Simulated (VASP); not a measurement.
# C (Fm-3m) in VASP: notebook

The runs below take C through single point, with revPBE.

Everything below comes from runs of VASP 6.6.1. Logs are shortened: lines on timing, memory, paths and dates and some standing lists are left out, and cuts for length are marked.

### 1 The cell of the first run

The structure is cubic, space group Fm-3m (No. 225). The conventional cell has a = 3.099 Å, b = 3.099 Å, c = 3.099 Å, α = 90.00°, β = 90.00°, γ = 90.00°. C (site symmetry m-3m) has 12 C at 2.19 Å within 2.9 Å.

### 2 Single point, revPBE

The input, INCAR:

```
SYSTEM = C
PREC = Accurate ; ENCUT = 520
EDIFF = 1E-6 ; ISMEAR = -1
SIGMA = 0.1 ; LREAL = .FALSE.
LASPH = .TRUE. ; NELM = 100
ALGO = Normal ; ISIF = 2
LWAVE = .FALSE. ; LCHARG = .FALSE.
GGA = RE ; NBANDS = 8
```

The input, KPOINTS:

```
Automatic mesh
0
G
  18 18 18
  0 0 0
```

The input, POSCAR:

```
C
1.0
    0.0000000000      1.5495404144      1.5495404144
    1.5495404144      0.0000000000      1.5495404144
    1.5495404144      1.5495404144      0.0000000000
C
1
Direct
    0.0000000000      0.0000000000      0.0000000000
```

Potentials or basis: VASP PAW PBE potentials, release 64 (C).

Started as:

```
cat potpaw_PBE.64/C/POTCAR > POTCAR
mpirun -np 1 vasp_std > vasp.out
```

OUTCAR:

```text
SYSTEM = C
   PREC = Accurate
   ENCUT = 520
   EDIFF = 1E-6
   ISMEAR = -1
   LREAL = .FALSE.
   LASPH = .TRUE.
   NELM = 100
   ISIF = 2
   GGA = RE

 ion  position               nearest neighbor table
   1  0.000  0.000  0.000-

  LATTYP: Found a face centered cubic cell.
 ALAT       =     3.0990808288

  Lattice vectors:

 A1 = (   0.0000000000,   1.5495404144,   1.5495404144)
 A2 = (   1.5495404144,   0.0000000000,   1.5495404144)
 A3 = (   1.5495404144,   1.5495404144,   0.0000000000)

Analysis of symmetry for initial positions (statically):
=====================================================================
 Subroutine PRICEL returns:
 Original cell was already a primitive cell.

 Routine SETGRP: Setting up the symmetry group for a
 face centered cubic supercell.

 Subroutine GETGRP returns: Found 48 space group operations
 (whereof 48 operations were pure point group operations)
 out of a pool of 48 trial point group operations.

The static configuration has the point symmetry O_h .

Analysis of symmetry for dynamics (positions and initial velocities):
=====================================================================
 Subroutine PRICEL returns:
 Original cell was already a primitive cell.

 Routine SETGRP: Setting up the symmetry group for a
 face centered cubic supercell.

 Subroutine GETGRP returns: Found 48 space group operations
 (whereof 48 operations were pure point group operations)
 out of a pool of 48 trial point group operations.

The dynamic configuration has the point symmetry O_h .

 Subroutine INISYM returns: Found 48 space group operations
 (whereof 48 operations are pure point group operations),
 and found     1 'primitive' translations

----------------------------------------------------------------------------------------

                                     Primitive cell

  volume of cell :       7.4411

  direct lattice vectors                    reciprocal lattice vectors
     0.000000000  1.549540414  1.549540414    -0.322676321  0.322676321  0.322676321
     1.549540414  0.000000000  1.549540414     0.322676321 -0.322676321  0.322676321
     1.549540414  1.549540414  0.000000000     0.322676321  0.322676321 -0.322676321

  length of vectors
     2.191381069  2.191381069  2.191381069     0.558891782  0.558891782  0.558891782

  position of ions in fractional coordinates (direct lattice)
     0.000000000  0.000000000  0.000000000

  ion indices of the primitive-cell ions
   primitive index   ion index
                 1           1

----------------------------------------------------------------------------------------

 KPOINTS: Automatic mesh

Automatic generation of k-mesh.
 Grid dimensions read from file:
 generate k-points for:   18   18   18

 Generating k-lattice:

  Cartesian coordinates                     Fractional coordinates (reciprocal lattice)
    -0.017926462  0.017926462  0.017926462     0.055555556  0.000000000  0.000000000
     0.017926462 -0.017926462  0.017926462     0.000000000  0.055555556  0.000000000
     0.017926462  0.017926462 -0.017926462     0.000000000  0.000000000  0.055555556

  Length of vectors
     0.031049543  0.031049543  0.031049543

  Shift w.r.t. Gamma in fractional coordinates (k-lattice)
     0.000000000  0.000000000  0.000000000

 Subroutine IBZKPT returns following result:
 ===========================================

 Found    195 irreducible k-points:

 Following reciprocal coordinates:
            Coordinates               Weight
  0.000000  0.000000  0.000000      1.000000
  0.055556  0.000000  0.000000      8.000000
  0.111111  0.000000  0.000000      8.000000
  0.166667  0.000000  0.000000      8.000000
  0.222222  0.000000  0.000000      8.000000
  0.277778  0.000000  0.000000      8.000000
[... 16 lines left out ...]
 -0.277778  0.055556  0.000000     24.000000
 -0.222222  0.055556  0.000000     24.000000
 [... further k-points ...]
   k-points           NKPTS =    195   k-points in BZ     NKDIM =    195   number of bands    NBANDS=      8
   number of dos      NEDOS =    301   number of ions     NIONS =      1
   total plane-waves  NPLWV =   4096
   dimension x,y,z NGX =    16 NGY =   16 NGZ =   16
   dimension x,y,z NGXF=    32 NGYF=   32 NGZF=   32
   ions per type =               1
   NGX,Y,Z   is equivalent  to a cutoff of  12.14, 12.14, 12.14 a.u.
   NGXF,Y,Z  is equivalent  to a cutoff of  24.28, 24.28, 24.28 a.u.
 SYSTEM =  C
   PREC   = accura    normal or accurate (medium, high low for compatibility)
   ISTART =      0    job   : 0-new  1-cont  2-samecut
   ICHARG =      2    charge: 1-file 2-atom 10-const
   ISPIN  =      1    spin polarized calculation?
   LNONCOLLINEAR =      F non collinear calculations
   LSORBIT =      F    spin-orbit coupling
   LASPH  =      T    aspherical Exc in radial PAW
   ENCUT  =  520.0 eV  38.22 Ry    6.18 a.u.   4.07  4.07  4.07*2*pi/ulx,y,z
   NELM   =    100;   NELMIN=  2; NELMDL= -5     # of ELM steps
   EDIFF  = 0.1E-05   stopping-criterion for ELM
   LREAL  =      F    real-space projection
   EDIFFG = 0.1E-04   stopping-criterion for IOM
   NSW    =      0    number of steps for IOM
   IBRION =     -1    ionic relax: 0-MD 1-quasi-New 2-CG
   NFREE  =      0    steps in history (QN), initial steepest desc. (CG)
   ISIF   =      2    stress and relaxation
   ISYM   =      2    0-nonsym 1-usesym 2-fastsym
   POTIM  = 0.5000    time-step for ionic-motion
   TEBEG  =    0.0;   TEEND  =   0.0 temperature during run
   PSTRESS=    0.0 pullay stress
   NELECT =       4.0000    total number of electrons
   NUPDOWN=      -1.0000    fix difference up-down
   EMIN   =  10.00;   EMAX   =-10.00  energy-range for DOS
   EFERMI =   0.00;   METHOD = LEGACY
   ISMEAR =    -1;   SIGMA  =   0.10  broadening in eV -4-tet -1-fermi 0-gaus
   EFERMI_NEDOS =   21; number of points for ismear=-14 and -15
   IALGO  =     38    algorithm
   IMIX   =      4    mixing-type and parameters
     AMIX     =   0.40;   BMIX     =  1.00
     AMIX_MAG =   1.60;   BMIX_MAG =  1.00
  volume/ion in A,a.u.               =       7.44        50.22
  Fermi-wavevector in a.u.,A,eV,Ry     =   1.331114  2.515441 24.107680  1.771865
  Thomas-Fermi vector in A             =   2.460150
   LORBIT       =      0    0 simple, 1 ext, 2 COOP (PROOUT), +10 PAW based schemes
   GGA     = RE    functional components
   LHFCALC =     F    Hartree Fock is set to
   AEXX    =    0.0000 exact exchange contribution
   IVDW    =     0    specifies the selected vdW correction
   LEPSILON=     F    determine dielectric tensor
   LRPA    =     F    only Hartree local field effects (RPA)
 non-spin polarized calculation
  energy-cutoff  :      520.00
  volume of cell :        7.44
 maximum number of plane-waves:       210
   NGX =  9   NGY =  9   NGZ =  9

 number of electron       4.0000000 magnetization

 Free energy of the ion-electron system (eV)
  ---------------------------------------------------
  ext. energy  EPLUGINS =         0.00000000
  ---------------------------------------------------
  free energy    TOTEN  =        -4.33279926 eV

  energy without entropy =       -4.31967729  energy(sigma->0) =       -4.32623827

 E-fermi :   7.4099     XC(G=0): -12.5777

 val. band max:        7.4080593417   @ k =  -0.3333   0.3333   0.1667
 cond. band min:       7.4621639776   @ k =   0.4444   0.2778   0.1111
 fundamental gap:      0.0541046359
 Fermi energy:         7.4098830719

 k-point     1 :       0.0000    0.0000    0.0000
  band No.  band energies     occupation
      1     -11.1268      2.00000
      2      15.3247      0.00000
      3      15.3247      0.00000
      4      15.3247      0.00000
      5      37.1486      0.00000
      6      37.1486      0.00000
      7      37.1486      0.00000
      8      37.8703      0.00000

 k-point     2 :       0.0556    0.0000    0.0000
  band No.  band energies     occupation
      1     -11.0051      2.00000
      2      14.9534      0.00000
      3      15.2612      0.00000
      4      15.2612      0.00000
      5      35.9531      0.00000
      6      37.3313      0.00000
      7      37.3313      0.00000
      8      37.8359      0.00000

 k-point     3 :       0.1111    0.0000    0.0000
  band No.  band energies     occupation
      1     -10.6405      2.00000
      2      13.8733      0.00000
      3      15.0842      0.00000
      4      15.0842      0.00000
      5      34.2547      0.00000
      6      37.7263      0.00000
      7      37.7752      0.00000
      8      37.7752      0.00000

 k-point     4 :       0.1667    0.0000    0.0000
  band No.  band energies     occupation
      1     -10.0342      2.00000
      2      12.1958      0.00000
      3      14.8274      0.00000
      4      14.8274      0.00000
      5      32.9982      0.00000
      6      37.5247      0.00000
      7      38.1005      0.00000
      8      38.1005      0.00000

 k-point     5 :       0.2222    0.0000    0.0000
  band No.  band energies     occupation
      1      -9.1880      2.00000
      2      10.0966      0.00000
      3      14.5348      0.00000
      4      14.5348      0.00000
      5      32.2293      0.00000
      6      37.2259      0.00000
      7      37.7891      0.00000
      8      37.7891      0.00000
[... 177 lines left out ...]
 k-point    22 :      -0.3333    0.0556    0.0000
  band No.  band energies     occupation
      1      -6.1999      2.00000
      2       4.6294      2.00000
      3      13.2673      0.00000
      4      14.1044      0.00000
      5      31.8051      0.00000
      6      33.8402      0.00000
      7      35.7539      0.00000
      8      38.1792      0.00000

 k-point    23 :      -0.2778    0.0556    0.0000
  band No.  band energies     occupation
      1      -7.5872      2.00000
      2       7.0349      1.95406
      3      13.4450      0.00000
      4      14.4144      0.00000
      5      31.8268      0.00000
      6      34.7736      0.00000
      7      36.5982      0.00000
      8      38.3707      0.00000

 k-point    24 :      -0.2222    0.0556    0.0000
  band No.  band energies     occupation
      1      -8.7465      2.00000
      2       9.3948      0.00000
      3      13.7098      0.00000
      4      14.7290      0.00000
      5      32.0271      0.00000
      6      35.7929      0.00000
      7      37.5805      0.00000
      8      38.4837      0.00000

 [... further k-points ...]

------------------------ aborting loop because EDIFF is reached ----------------------------------------

  FORCE on cell =-STRESS in cart. coord.  units (eV):
  Direction    XX          YY          ZZ          XY          YZ          ZX
  --------------------------------------------------------------------------------------
  -------------------------------------------------------------------------------------
  Total        0.0017498      0.0017498      0.0017498      0.0000000      0.0000000     -0.0000000
  in kB        0.3767654      0.3767654      0.3767654      0.0000000      0.0000000     -0.0000000
  external PRESSURE =       0.3767654 kB  Pullay stress =       0.0000000 kB

 VOLUME and BASIS-vectors are now :
 -----------------------------------------------------------------------------
  energy-cutoff  :      520.00
  volume of cell :        7.44
      direct lattice vectors                 reciprocal lattice vectors
     0.000000000  1.549540414  1.549540414    -0.322676321  0.322676321  0.322676321
     1.549540414  0.000000000  1.549540414     0.322676321 -0.322676321  0.322676321
     1.549540414  1.549540414  0.000000000     0.322676321  0.322676321 -0.322676321

 POSITION                                       TOTAL-FORCE (eV/Angst)
 -----------------------------------------------------------------------------------
      0.00000      0.00000      0.00000        -0.000000     -0.000000      0.000000
 -----------------------------------------------------------------------------------
    total drift:                               -0.000000      0.000000     -0.000000

  FREE ENERGIE OF THE ION-ELECTRON SYSTEM (eV)
  ---------------------------------------------------
  free  energy   TOTEN  =        -4.3327992610 eV

  energy  without entropy=       -4.3196772883  energy(sigma->0) =       -4.32623827
```

Run time: 2.8 s. Hardware: 1 thread of Intel Xeon 6975P-C, shared host; peak memory 0.11 GiB.

Results:

```
Free energy            : -4.3328 eV
Pressure               : 0.0 GPa
Band gap on the k mesh : zero (band 2 reaches 15.32 eV, above the bottom of band 3 at 4.33 eV)
```

Levels at points of the mesh, in eV from the Fermi level:
```tsv
k point	band 1	band 2	band 3	band 4	band 5	band 6	band 7
(0.00, 0.00, 0.00)	-18.54	7.91	7.91	7.91	29.74	29.74	29.74
(0.50, 0.00, 0.00)	-9.40	-8.43	6.23	6.23	24.30	27.22	27.22
(0.50, 0.50, 0.00)	-6.58	-5.59	2.29	2.29	14.63	16.22	36.87
```

Caveat: the PAW data sets were made with another functional, which shifts forces and pressure a little.

(Part 1 of 2 ends here.)
